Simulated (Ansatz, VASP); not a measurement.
# ZnO in VASP and in Ansatz

```
Zn O
1.0
     4.93407    0.00000    0.00000
    -2.46704    4.27303    0.00000
     0.00000    0.00000    3.45897
Zn O
1 1
Direct
  0.00000 0.00000 0.00000
  0.00000 0.00000 0.50000
```

Alike in both runs: task relaxation of cell and atoms; functional PBE; k mesh 6 × 6 × 8; occupations gaussian, width 0.02 eV; no spin polarisation.

|  | VASP | Ansatz |
| --- | --- | --- |
| version | VASP 6.6.1 | Ansatz 0.2.0 |
| potentials or method | VASP PAW PBE potentials, release 64 (Zn, O), cutoff 600 eV | scalar-relativistic, plane waves, PAW |
| valence electrons in the cell | 18 | 18 |

```csv
,VASP,Ansatz,Ansatz less VASP
"gap on the k mesh at the Fermi level, each at its own relaxed structure (eV)",1.77,1.80,+0.037
relaxed volume (Å³/atom),36.59,36.46,-0.125
relaxed cell length with the largest relative difference (Å),3.472,3.459,-0.0131
```
